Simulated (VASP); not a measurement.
# V: single point with PBEsol+D3(BJ)

The system is V.

```xyz
1
Lattice="-1.4568 1.4568 1.4568 1.4568 -1.4568 1.4568 1.4568 1.4568 -1.4568" Properties=species:S:1:pos:R:3 pbc="T T T"
V     0.0000    0.0000    0.0000
```

```json
{
 "Program": "VASP 6.6.1",
 "Task": "single point",
 "Functional": "PBEsol",
 "Dispersion": "D3(BJ)",
 "Potentials or basis": "VASP PAW PBE potentials, release 64 (V_sv)",
 "Cutoff": "520 eV",
 "k mesh": "12 × 12 × 12",
 "Occupations": "fermi-dirac, width 0.05 eV",
 "Spin": "collinear spin, ferromagnetic start",
 "Starting moments": "[2.0] μB",
 "Dipole correction": "no",
 "Further INCAR settings": "ALGO = Normal; EDIFF = 1e-06; NBANDS = 16"
}
```

```
Pressure                                              : 0.3 GPa
Net moment                                            : 0.00 μB per cell
Valence electrons inside the program's atomic spheres : V 11.82
Dispersion energy per atom                            : -0.720 eV
```

Levels at points of the mesh, in eV from the Fermi level:
Spin up:
| k point | band 3 | band 4 | band 5 | band 6 | band 7 | band 8 | band 9 | band 10 |
| --- | --- | --- | --- | --- | --- | --- | --- | --- |
| (0.00, 0.00, 0.00) | -36.61 | -36.61 | -6.77 | 0.43 | 0.43 | 0.43 | 2.67 | 2.67 |
| (0.50, 0.00, 0.00) | -36.98 | -36.62 | -3.49 | -1.31 | 1.98 | 2.69 | 3.09 | 4.64 |
| (0.50, 0.50, 0.50) | -37.41 | -37.41 | -3.42 | -3.42 | 4.19 | 4.19 | 4.19 | 11.01 |
Spin down:
| k point | band 3 | band 4 | band 5 | band 6 | band 7 | band 8 | band 9 | band 10 |
| --- | --- | --- | --- | --- | --- | --- | --- | --- |
| (0.00, 0.00, 0.00) | -36.61 | -36.61 | -6.77 | 0.43 | 0.43 | 0.43 | 2.67 | 2.67 |
| (0.50, 0.00, 0.00) | -36.98 | -36.62 | -3.49 | -1.31 | 1.98 | 2.70 | 3.09 | 4.64 |
| (0.50, 0.50, 0.50) | -37.41 | -37.41 | -3.42 | -3.42 | 4.19 | 4.19 | 4.19 | 11.01 |

Wall time 26 s on 1 thread of Intel(R) Xeon(R) Platinum 8488C (Sapphire Rapids), on a shared host, peak memory 0.15 GiB.

Caveat: the PAW data sets were made with another functional, which shifts forces and pressure a little; pairwise dispersion overbinds metals, which lowers pressure and volume.
